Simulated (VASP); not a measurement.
The system is GaAs4.

```xyz
5
Lattice="-3.0109 3.0109 3.0109 3.0109 -3.0109 3.0109 3.0109 3.0109 -3.0109" Properties=species:S:1:pos:R:3 pbc="T T T"
Ga    0.0000    0.0000    0.0000
As    1.5055    1.5055   -1.5055
As   -1.5055    1.5055    1.5055
As    1.5055    1.5055    1.5055
As    1.5055   -1.5055    1.5055
```

The cell was built from a structure type or drawn by symmetry, and may not be a known phase.

```yaml
Program: VASP 6.6.1
Task: relaxation of cell and atoms
Functional: PBE
Potentials_or_basis: VASP PAW PBE potentials, release 64 (Ga_d, As)
Cutoff: 600 eV
k_mesh: 10 × 10 × 10
Occupations: gaussian, width 0.1 eV
Spin: no spin polarisation
```

At the start: pressure 1.6 GPa; volume 21.84 Å³/atom.

Problem. How do energy, volume and symmetry change on relaxing?

Solution. Over 3 steps the energy falls by 2.4 meV/atom and the volume is 22.34 Å³/atom (+2.3 %); space group Im-3m (No. 229, to 0.1 Å) before and after.

The path:
```tsv
step	energy change (eV)	largest force (eV/Å)	pressure (GPa)	volume (Å³)
1	0.0000	0.0000	1.56	109.18
2	-0.0105	0.0000	-0.50	112.57
3	-0.0118	0.0000	0.01	111.68
```

Final structure:
```
Ga As
1.0
    -3.03371    3.03371    3.03371
     3.03371   -3.03371    3.03371
     3.03371    3.03371   -3.03371
Ga As
1 4
Cartesian
  0.0000 0.0000 0.0000
  1.5169 1.5169 -1.5169
  -1.5169 1.5169 1.5169
  1.5169 1.5169 1.5169
  1.5169 -1.5169 1.5169
```
